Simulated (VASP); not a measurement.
# AlNi: electric field gradients with PBE

Crystal: AlNi.

```xyz
2
Lattice="2.9001 0.0000 0.0000 0.0000 2.9001 0.0000 0.0000 0.0000 2.9001" Properties=species:S:1:pos:R:3 pbc="T T T"
Al    0.0000    0.0000    0.0000
Ni    1.4500    1.4500    1.4500
```

This cell differs from its parent crystal: volume scaled by 1.02.

| Property | Result |
| --- | --- |
| Program | VASP 6.6.1 |
| Task | electric field gradients |
| Functional | PBE |
| Potentials or basis | VASP PAW PBE potentials, release 64 (Al, Ni) |
| Cutoff | 520 eV |
| k mesh | 13 × 13 × 13 |
| Occupations | fermi-dirac, width 0.05 eV |
| Spin | collinear spin, ferromagnetic start |
| Starting moments | [0.0, 1.5] μB |
| Dipole correction | no |
| Further INCAR settings | ALGO = Normal; EDIFF = 1e-08; NBANDS = 18 |

```json
{"Pressure": "-1.2 GPa", "Net moment": "0.00 μB per cell", "Valence electrons inside the program's atomic spheres": "Al 0.79; Ni 9.43"}
```

Levels at points of the mesh, in eV from the Fermi level:
Spin up:
```tsv
k point	band 2	band 3	band 4	band 5	band 6	band 7	band 8	band 9	band 10	band 11
(0.00, 0.00, 0.00)	-3.11	-3.11	-1.48	-1.48	-1.48	5.44	5.44	5.44	8.08	8.08
```
Spin down:
```
           k point  band 2  band 3  band 4  band 5  band 6  band 7  band 8  band 9  band 10  band 11
(0.00, 0.00, 0.00)   -3.11   -3.11   -1.48   -1.48   -1.48    5.44    5.44    5.44     8.08     8.08
```

Run time: 42 s on 1 thread of Intel(R) Xeon(R) 6975P-C (Granite Rapids), with other jobs on the host, peak memory 0.19 GiB.

Caveat: the starting moments collapsed, and a magnetic state may lie lower; without QUAD_EFG the Cq values of the log hold for a quadrupole moment of 1 mb, not for the nuclei.
